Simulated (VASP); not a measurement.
MgS: single point with r2SCAN+rVV10

The system is MgS.

```xyz
2
Lattice="0.0000 2.8242 2.8242 2.8242 0.0000 2.8242 2.8242 2.8242 0.0000" Properties=species:S:1:pos:R:3 pbc="T T T"
Mg    0.0000    0.0000    0.0000
S     4.2363    4.2363    4.2363
```

```yaml
Program: VASP 6.6.1
Task: single point
Functional: r2SCAN
Dispersion: rVV10
Potentials_or_basis: VASP PAW PBE potentials, release 64 (Mg, S)
Cutoff: 520 eV
k_mesh: 8 × 8 × 8
Occupations: fermi-dirac, width 0.03 eV
Spin: no spin polarisation
```

```
Pressure               : -0.3 GPa
Band gap on the k mesh : 4.10 eV, direct
```

Levels at points of the mesh, in eV from the valence-band top:
| k point | band 1 | band 2 | band 3 | band 4 | band 5 | band 6 | band 7 | band 8 | band 9 |
| --- | --- | --- | --- | --- | --- | --- | --- | --- | --- |
| (0.00, 0.00, 0.00) | -11.77 | 0.00 | 0.00 | 0.00 | 4.10 | 8.59 | 8.59 | 8.59 | 11.45 |
| (0.50, 0.00, 0.00) | -11.06 | -3.19 | -0.33 | -0.33 | 5.77 | 8.19 | 8.19 | 9.22 | 13.82 |
| (0.50, 0.50, 0.00) | -10.83 | -2.85 | -1.06 | -1.06 | 4.24 | 6.23 | 12.16 | 13.28 | 13.28 |

Run time: 2.2 min on 1 thread of Intel(R) Xeon(R) Platinum 8259CL CPU @ 2.50GHz (Skylake/Cascade Lake), with other jobs on the host, peak memory 0.28 GiB.

Caveat: the PAW data sets were made with another functional, which shifts forces and pressure a little. A k mesh can miss the band edges.
